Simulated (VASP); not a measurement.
# Mg (P6/mmm) in VASP: single point with PBEsol

Aim: the single point of Mg with PBEsol.

Everything below comes from runs of VASP 6.6.1. Logs are shortened: lines on timing, memory, paths and dates and some standing lists are left out, and cuts for length are marked.

### 1 The cell of the first run

It takes space group P6/mmm (No. 191, hexagonal). Conventional cell: a = 3.050 Å, b = 3.050 Å, c = 3.045 Å, α = 90.00°, β = 90.00°, γ = 120.00°. Mg (site symmetry 6/mmm) has 8 Mg at 3.04 to 3.05 Å within 4.0 Å.

### 2 Single point, PBEsol

INCAR

```
SYSTEM = Mg
  ALGO = Normal
  EDIFF = 1E-7
  ENCUT = 520
  GGA = PS
  ISIF = 2
  ISMEAR = -1
  LASPH = .True.
  LCHARG = .False.
  LREAL = .False.
  LWAVE = .False.
  NBANDS = 9
  NELM = 100
  PREC = Accurate
  SIGMA = 0.15
```

KPOINTS

```
k-points
0
Gamma
  6 6 3
  0 0 0
```

POSCAR

```
Mg
1.0
    3.0503000000      0.0000000000      0.0000000000
   -1.5251500000      2.6416370000      0.0000000000
    0.0000000000      0.0000000000      6.0896760000
Mg
2
Direct
    0.0000000000      0.0000000000      0.0000000000
    0.0000000000      0.0000000000      0.5000000000
```

Potentials or basis: VASP PAW PBE potentials, release 64 (Mg).

Command:

```sh
> cat potpaw_PBE.64/Mg/POTCAR > POTCAR
> mpirun -np 1 vasp_std > vasp.out
```

OUTCAR:

```text
SYSTEM = Mg
   EDIFF = 1E-7
   ENCUT = 520
   GGA = PS
   ISIF = 2
   ISMEAR = -1
   LASPH = .True.
   LREAL = .False.
   NELM = 100
   PREC = Accurate

 ion  position               nearest neighbor table
   1  0.000  0.000  0.000-   2 3.04   2 3.04
   2  0.000  0.000  0.500-   1 3.04   1 3.04

  LATTYP: Found a hexagonal cell.
 ALAT       =     3.0503000000
 C/A-ratio  =     1.9964187129

  Lattice vectors:

 A1 = (   3.0503000000,   0.0000000000,   0.0000000000)
 A2 = (  -1.5251500000,   2.6416370000,   0.0000000000)
 A3 = (   0.0000000000,   0.0000000000,   6.0896760000)

Analysis of symmetry for initial positions (statically):
=====================================================================
 Subroutine PRICEL returns following result:

  LATTYP: Found a hexagonal cell.
 ALAT       =     3.0503000000
 C/A-ratio  =     0.9982093565

  Lattice vectors:

 A1 = (   3.0503000000,   0.0000000000,   0.0000000000)
 A2 = (  -1.5251500000,   2.6416370000,   0.0000000000)
 A3 = (   0.0000000000,   0.0000000000,   3.0448380000)

   2 primitive cells build up your supercell.

 Routine SETGRP: Setting up the symmetry group for a
 hexagonal supercell.

 Subroutine GETGRP returns: Found 24 space group operations
 (whereof 24 operations were pure point group operations)
 out of a pool of 24 trial point group operations.

The static configuration has the point symmetry D_6h.

Analysis of symmetry for dynamics (positions and initial velocities):
=====================================================================
 Subroutine PRICEL returns following result:

  LATTYP: Found a hexagonal cell.
 ALAT       =     3.0503000000
 C/A-ratio  =     0.9982093565

  Lattice vectors:

 A1 = (   3.0503000000,   0.0000000000,   0.0000000000)
 A2 = (  -1.5251500000,   2.6416370000,   0.0000000000)
 A3 = (   0.0000000000,   0.0000000000,   3.0448380000)

   2 primitive cells build up your supercell.

 Routine SETGRP: Setting up the symmetry group for a
 hexagonal supercell.

 Subroutine GETGRP returns: Found 24 space group operations
 (whereof 24 operations were pure point group operations)
 out of a pool of 24 trial point group operations.

The dynamic configuration has the point symmetry D_6h.

 Subroutine INISYM returns: Found 24 space group operations
 (whereof 24 operations are pure point group operations),
 and found     2 'primitive' translations

----------------------------------------------------------------------------------------

                                     Primitive cell

  volume of cell :      24.5347

  direct lattice vectors                    reciprocal lattice vectors
     3.050300000  0.000000000  0.000000000     0.327836606  0.189276574  0.000000000
    -1.525150000  2.641637000  0.000000000     0.000000000  0.378553147  0.000000000
     0.000000000  0.000000000  3.044838000     0.000000000  0.000000000  0.328424698

  length of vectors
     3.050300000  3.050299750  3.044838000     0.378553116  0.378553147  0.328424698

  position of ions in fractional coordinates (direct lattice)
     0.000000000  0.000000000  0.000000000

  ion indices of the primitive-cell ions
   primitive index   ion index
                 1           1

----------------------------------------------------------------------------------------

 KPOINTS: k-points

Automatic generation of k-mesh.
 Grid dimensions read from file:
 generate k-points for:    6    6    3

 Generating k-lattice:

  Cartesian coordinates                     Fractional coordinates (reciprocal lattice)
     0.054639434  0.031546096  0.000000000     0.166666667  0.000000000  0.000000000
     0.000000000  0.063092191  0.000000000     0.000000000  0.166666667  0.000000000
     0.000000000  0.000000000  0.054737450     0.000000000  0.000000000  0.333333333

  Length of vectors
     0.063092186  0.063092191  0.054737450

  Shift w.r.t. Gamma in fractional coordinates (k-lattice)
     0.000000000  0.000000000  0.000000000

 Subroutine IBZKPT returns following result:
 ===========================================

 Found     14 irreducible k-points:

 Following reciprocal coordinates:
            Coordinates               Weight
  0.000000  0.000000  0.000000      1.000000
  0.166667 -0.000000  0.000000      6.000000
  0.333333 -0.000000  0.000000      6.000000
  0.500000  0.000000  0.000000      3.000000
  0.166667  0.166667  0.000000      6.000000
  0.333333  0.166667  0.000000     12.000000
  0.333333  0.333333  0.000000      2.000000
  0.000000  0.000000  0.333333      2.000000
  0.166667 -0.000000  0.333333     12.000000
  0.333333 -0.000000  0.333333     12.000000
  0.500000  0.000000  0.333333      6.000000
  0.166667  0.166667  0.333333     12.000000
  0.333333  0.166667  0.333333     24.000000
  0.333333  0.333333  0.333333      4.000000
   k-points           NKPTS =     14   k-points in BZ     NKDIM =     14   number of bands    NBANDS=      9
   number of dos      NEDOS =    301   number of ions     NIONS =      2
   total plane-waves  NPLWV =  27648
   dimension x,y,z NGX =    24 NGY =   24 NGZ =   48
   dimension x,y,z NGXF=    48 NGYF=   48 NGZF=   96
   ions per type =               2
   NGX,Y,Z   is equivalent  to a cutoff of  13.08, 13.08, 13.10 a.u.
   NGXF,Y,Z  is equivalent  to a cutoff of  26.16, 26.16, 26.21 a.u.
 SYSTEM =  Mg
   PREC   = accura    normal or accurate (medium, high low for compatibility)
   ISTART =      0    job   : 0-new  1-cont  2-samecut
   ICHARG =      2    charge: 1-file 2-atom 10-const
   ISPIN  =      1    spin polarized calculation?
   LNONCOLLINEAR =      F non collinear calculations
   LSORBIT =      F    spin-orbit coupling
   LASPH  =      T    aspherical Exc in radial PAW
   ENCUT  =  520.0 eV  38.22 Ry    6.18 a.u.   5.67  5.67 11.32*2*pi/ulx,y,z
   NELM   =    100;   NELMIN=  2; NELMDL= -5     # of ELM steps
   EDIFF  = 0.1E-06   stopping-criterion for ELM
   LREAL  =      F    real-space projection
   EDIFFG = 0.1E-05   stopping-criterion for IOM
   NSW    =      0    number of steps for IOM
   IBRION =     -1    ionic relax: 0-MD 1-quasi-New 2-CG
   NFREE  =      0    steps in history (QN), initial steepest desc. (CG)
   ISIF   =      2    stress and relaxation
   ISYM   =      2    0-nonsym 1-usesym 2-fastsym
   POTIM  = 0.5000    time-step for ionic-motion
   TEBEG  =    0.0;   TEEND  =   0.0 temperature during run
   PSTRESS=    0.0 pullay stress
   NELECT =       4.0000    total number of electrons
   NUPDOWN=      -1.0000    fix difference up-down
   EMIN   =  10.00;   EMAX   =-10.00  energy-range for DOS
   EFERMI =   0.00;   METHOD = LEGACY
   ISMEAR =    -1;   SIGMA  =   0.15  broadening in eV -4-tet -1-fermi 0-gaus
   EFERMI_NEDOS =   21; number of points for ismear=-14 and -15
   IALGO  =     38    algorithm
   IMIX   =      4    mixing-type and parameters
     AMIX     =   0.40;   BMIX     =  1.00
     AMIX_MAG =   1.60;   BMIX_MAG =  1.00
  volume/ion in A,a.u.               =      24.53       165.57
  Fermi-wavevector in a.u.,A,eV,Ry     =   0.709836  1.341396  6.855534  0.503868
  Thomas-Fermi vector in A             =   1.796524
   LORBIT       =      0    0 simple, 1 ext, 2 COOP (PROOUT), +10 PAW based schemes
   GGA     = PS    functional components
   LHFCALC =     F    Hartree Fock is set to
   AEXX    =    0.0000 exact exchange contribution
   IVDW    =     0    specifies the selected vdW correction
   LEPSILON=     F    determine dielectric tensor
   LRPA    =     F    only Hartree local field effects (RPA)
 non-spin polarized calculation
  energy-cutoff  :      520.00
  volume of cell :       49.07
 maximum number of plane-waves:      1343
 NGX is ok and might be reduce to    24
   NGX = 11   NGY = 11   NGZ = 23

 number of electron       4.0000000 magnetization

 Free energy of the ion-electron system (eV)
  ---------------------------------------------------
  ext. energy  EPLUGINS =         0.00000000
  ---------------------------------------------------
  free energy    TOTEN  =        -3.06480286 eV

  energy without entropy =       -3.02121509  energy(sigma->0) =       -3.04300897

 E-fermi :   2.2946     XC(G=0):  -8.3106

 val. band max:        2.2900449678   @ k =   0.3333   0.3333   0.0000
 cond. band min:       2.5751601039   @ k =   0.0000   0.0000   0.3333
 fundamental gap:      0.2851151361
 Fermi energy:         2.2946189885

 k-point     1 :       0.0000    0.0000    0.0000
  band No.  band energies     occupation
      1      -4.4194      2.00000
      2      -0.7425      2.00000
      3      -0.1269      2.00000
      4      10.2193      0.00000
      5      10.9573      0.00000
      6      14.7709      0.00000
      7      14.7709      0.00000
      8      15.8693      0.00000
      9      15.8693      0.00000

 k-point     2 :       0.1667   -0.0000    0.0000
  band No.  band energies     occupation
      1      -3.8206      2.00000
      2      -0.1494      2.00000
      3       0.4317      1.99999
      4       9.3289      0.00000
      5      11.0393      0.00000
      6      11.4560      0.00000
      7      12.7784      0.00000
      8      12.8328      0.00000
      9      13.8121      0.00000

 k-point     3 :       0.3333   -0.0000    0.0000
  band No.  band energies     occupation
      1      -2.0466      2.00000
      2       1.5737      1.98377
      3       2.1073      1.55427
      4       4.7837      0.00000
      5       8.3427      0.00000
      6       8.8696      0.00000
      7      10.6859      0.00000
      8      11.3179      0.00000
      9      12.9554      0.00000
[... 109 lines left out ...]
 k-point    13 :       0.3333    0.1667    0.3333
  band No.  band energies     occupation
      1       0.1200      2.00000
      2       1.3914      1.99516
      3       3.5317      0.00052
      4       4.6706      0.00000
      5       6.4458      0.00000
      6       6.8073      0.00000
      7       8.3073      0.00000
      8      10.4720      0.00000
      9      10.5747      0.00000

 k-point    14 :       0.3333    0.3333    0.3333
  band No.  band energies     occupation
      1       2.6966      0.12837
      2       2.6966      0.12837
      3       3.5796      0.00038
      4       3.8911      0.00005
      5       3.8911      0.00005
      6       4.7861      0.00000
      7       9.2454      0.00000
      8       9.2454      0.00000
      9      10.5888      0.00000

------------------------ aborting loop because EDIFF is reached ----------------------------------------

  FORCE on cell =-STRESS in cart. coord.  units (eV):
  Direction    XX          YY          ZZ          XY          YZ          ZX
  --------------------------------------------------------------------------------------
  -------------------------------------------------------------------------------------
  Total        0.1032476      0.1032475      0.1280682      0.0000000     -0.0000000      0.0000000
  in kB        3.3711685      3.3711678      4.1815963      0.0000000     -0.0000000      0.0000000
  external PRESSURE =       3.6413109 kB  Pullay stress =       0.0000000 kB

 VOLUME and BASIS-vectors are now :
 -----------------------------------------------------------------------------
  energy-cutoff  :      520.00
  volume of cell :       49.07
      direct lattice vectors                 reciprocal lattice vectors
     3.050300000  0.000000000  0.000000000     0.327836606  0.189276574  0.000000000
    -1.525150000  2.641637000  0.000000000     0.000000000  0.378553147  0.000000000
     0.000000000  0.000000000  6.089676000     0.000000000  0.000000000  0.164212349

 POSITION                                       TOTAL-FORCE (eV/Angst)
 -----------------------------------------------------------------------------------
      0.00000      0.00000      0.00000         0.000000      0.000000      0.000000
      0.00000      0.00000      3.04484        -0.000000      0.000000      0.000000
 -----------------------------------------------------------------------------------
    total drift:                                0.000000     -0.000000     -0.000000

  FREE ENERGIE OF THE ION-ELECTRON SYSTEM (eV)
  ---------------------------------------------------
  free  energy   TOTEN  =        -3.0648028574 eV

  energy  without entropy=       -3.0212150921  energy(sigma->0) =       -3.04300897
```

Wall time 15 s (1 thread of AMD EPYC 7R13, shared host); peak memory 0.13 GiB.

Results:

- Free energy: -3.0648 eV
- Pressure: 0.4 GPa
- Band gap on the k mesh: zero (band 2 reaches 3.12 eV, above the bottom of band 3 at -0.13 eV)

Levels at points of the mesh, in eV from the Fermi level:
| k point | band 1 | band 2 | band 3 | band 4 | band 5 | band 6 |
| --- | --- | --- | --- | --- | --- | --- |
| (0.00, 0.00, 0.00) | -6.71 | -3.04 | -2.42 | 7.92 | 8.66 | 12.48 |
| (0.50, 0.00, 0.00) | -1.65 | -1.23 | 1.41 | 2.33 | 2.94 | 2.99 |

Caveat: the k points lie up to 0.40 Å⁻¹ apart; the PAW data sets were made with another functional, which shifts forces and pressure a little.
